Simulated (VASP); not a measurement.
# Sb: single point with PBEsol

Crystal: Sb.

```
Sb
1.0
     3.06736    0.00000    0.00000
     0.00000    3.06736    0.00000
     0.00000    0.00000    3.06736
Sb
1
Cartesian
  0.0000 0.0000 0.0000
```

* Program: VASP 6.6.1
* Task: single point
* Functional: PBEsol
* Potentials or basis: VASP PAW PBE potentials, release 64 (Sb)
* Cutoff: 520 eV
* k mesh: 11 × 11 × 11
* Occupations: fermi-dirac, width 0.136057 eV
* Spin: no spin polarisation
* Dipole correction: no
* Further INCAR settings: ALGO = Normal; EDIFF = 1e-06; NBANDS = 8

```yaml
Pressure: 0.1 GPa
```

Levels at points of the mesh, in eV from the Fermi level:
| k point | band 1 | band 2 | band 3 | band 4 | band 5 | band 6 | band 7 |
| --- | --- | --- | --- | --- | --- | --- | --- |
| (0.00, 0.00, 0.00) | -12.59 | 3.41 | 3.41 | 3.41 | 7.05 | 7.05 | 8.41 |

It took 9.2 s on 1 thread of Intel Xeon 8259CL, on a shared host, peak memory 0.14 GiB.

Caveat: the PAW data sets were made with another functional, which shifts forces and pressure a little; spin-orbit coupling is left out, which moves the levels of the heavy elements.
